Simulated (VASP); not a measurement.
A run of VASP 6.6.1 is set up as follows.

File POSCAR:

```
C
1.0
    0.0000000000      1.7801477522      1.7801477522
    1.7801477522      0.0000000000      1.7801477522
    1.7801477522      1.7801477522      0.0000000000
C
2
Direct
    0.5000000000      0.5000000000      0.5000000000
    0.7500000000      0.7500000000      0.7500000000
```

INCAR.step1

```
ALGO     = Normal         # electronic algorithm
EDIFF    = 1E-4           # SCF threshold, eV
ENCUT    = 520            # plane-wave cutoff, eV
GGA      = PE             # functional
ISMEAR   = -1             # smearing method
LASPH    = True           # aspherical terms in the spheres
LCHARG   = False          # write CHGCAR
LREAL    = False          # projectors in reciprocal space
LWAVE    = True           # write WAVECAR
NBANDS   = 11             # bands
NELM     = 60             # most SCF steps
PREC     = Accurate       # precision mode
SIGMA    = 0.1            # smearing width, eV
```

Contents of INCAR.step2:

```
ALGO     = Normal         # electronic algorithm
EDIFF    = 1E-6           # SCF threshold, eV
ENCUT    = 520            # plane-wave cutoff, eV
ISIF     = 2              # what is computed and relaxed
ISMEAR   = -1             # smearing method
ISTART   = 1            
LASPH    = True           # aspherical terms in the spheres
LCHARG   = False          # write CHGCAR
LMIXTAU  = True         
LREAL    = False          # projectors in reciprocal space
LWAVE    = False          # write WAVECAR
METAGGA  = R2SCAN         # meta-GGA
NBANDS   = 11             # bands
NELM     = 60             # most SCF steps
PREC     = Accurate       # precision mode
SIGMA    = 0.1            # smearing width, eV
```

Contents of KPOINTS:

```
k-points
0
Gamma
  8 8 8
```

Potentials or basis: VASP PAW PBE potentials, release 64 (C).

The run is started by

```bash
$ cat potpaw_PBE.64/C/POTCAR > POTCAR
$ cp INCAR.step1 INCAR
$ mpirun -np 1 vasp_std > vasp.out
$ cp INCAR.step2 INCAR
$ mpirun -np 1 vasp_std > vasp.out
```

(1) Predict the band gap on the k mesh.

(2) What does it give for the pressure?

Results:

(1) 4.34 eV (least direct gap 5.85 eV).

(2) 1.1 GPa.

Caveat: the PAW data sets were made with another functional, which shifts forces and pressure a little.
